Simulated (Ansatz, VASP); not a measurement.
## Na in VASP and in Ansatz

INCAR

```
AGGAC = 1.0 ; AGGAX = 1.0
ALDAC = 0.0 ; ALDAX = 1.0
ALGO = Normal ; EDIFF = 1E-6
ENCUT = 520 ; GGA = B5
ISIF = 2 ; ISMEAR = -1
LASPH = True ; LCHARG = False
LREAL = False ; LWAVE = False
NBANDS = 10 ; NELM = 100
PREC = Accurate ; SIGMA = 0.1
```

File KPOINTS:

```
k-points
0
Gamma
  12 12 12
```

The input POSCAR:

```
Na
1.0
    0.0000000000      2.7568679561      2.7568679561
    2.7568679561      0.0000000000      2.7568679561
    2.7568679561      2.7568679561      0.0000000000
Na
1
Direct
    0.0000000000      0.0000000000      0.0000000000
```

Input for Ansatz:

```yaml
crystal:
  lattice:
    - [0.0, 2.7568679561, 2.7568679561]
    - [2.7568679561, 0.0, 2.7568679561]
    - [2.7568679561, 2.7568679561, 0.0]
  atoms:
    - { symbol: Na, position: [0.0, 0.0, 0.0] }
hamiltonian:
  xc: blyp
  pseudopotentials:
    kind: paw
    azcp:
      Na: "pseudopotentials/Na.paw.azcp"
basis:
  ecutwfc: 420
  fft_grid_basis: typed
kpoints:
  mp_grid: { grid: [12, 12, 12], shift: [0, 0, 0] }
magnetization:
  spin_polarized: false
scf:
  occupations: { method: fermi_dirac, width: 0.1 }
  lower_state_search: "off"
output:
  stress: true
```

Alike in both runs: task single point; functional BLYP; k mesh 12 × 12 × 12; occupations fermi-dirac, width 0.1 eV; no spin polarisation.

|  | VASP | Ansatz |
| --- | --- | --- |
| version | VASP 6.6.1 | Ansatz 0.2.0 |
| potentials or method | VASP PAW PBE potentials, release 64 (Na_pv), cutoff 520 eV | plane waves (420 eV) with PAW, scalar-relativistic |
| valence electrons in the cell | 7 | 9 |

Ansatz gave:

- pressure (GPa): -0.6

Problem. Which values does VASP return?

Solution. Pressure (GPa): -0.7.

VASP's potentials were made for PBE, not for BLYP. VASP's potentials hold 7 valence electrons a cell and Ansatz's 9, so a difference there can come from the potentials and not from the codes.
